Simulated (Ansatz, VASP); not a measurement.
**One calculation of Mg3CdSe4, two programs**

```xyz
8
Lattice="4.3166 0.0000 0.0000 0.0000 4.2816 5.9921 0.0000 -4.2816 5.9921" Properties=species:S:1:pos:R:3 pbc="T T T"
Mg    0.0000    0.0000   11.9709
Mg    2.1583    2.1217    8.9852
Mg    2.1583   -2.1217    8.9852
Cd    0.0000    0.0000    5.9964
Se    2.1583    0.0000    4.4103
Se    0.0000   -2.1941    7.5334
Se    0.0000    2.1941    7.5334
Se    2.1583    0.0000   10.4979
```

Change from the starting cell: species swapped into the Ga4BiAs3 type (Amm2, No. 38).

Alike in both runs: task single point; functional PBE; k mesh 4 × 4 × 4; occupations gaussian, width 0.1 eV; no spin polarisation.

|  | VASP | Ansatz |
| --- | --- | --- |
| version | VASP 6.6.1 | Ansatz 0.2.0 |
| potentials or method | VASP PAW PBE potentials, release 64 (Mg, Cd, Se), cutoff 600 eV | scalar-relativistic, plane waves, PAW |
| valence electrons in the cell | 42 | 114 |

```csv
,VASP,Ansatz,Ansatz less VASP
gap on the k mesh at the Fermi level (eV),1.79,1.79,+0.004
least direct gap on the mesh (eV),1.79,1.79,+0.004
pressure (GPa),-0.1,-0.1,-0.02
"traceless stress, the component that is largest in VASP (GPa)",-0.18,-0.18,+0.004
rms of the force components (eV/Å),0.015,0.024,+0.0091
```

Atom by atom the forces differ by 0.011 eV/Å (rms over components). With one functional, cell and mesh, what is left measures potentials, basis and numerics. VASP's potentials hold 42 valence electrons a cell and Ansatz's 114, so a difference there can come from the potentials and not from the codes.
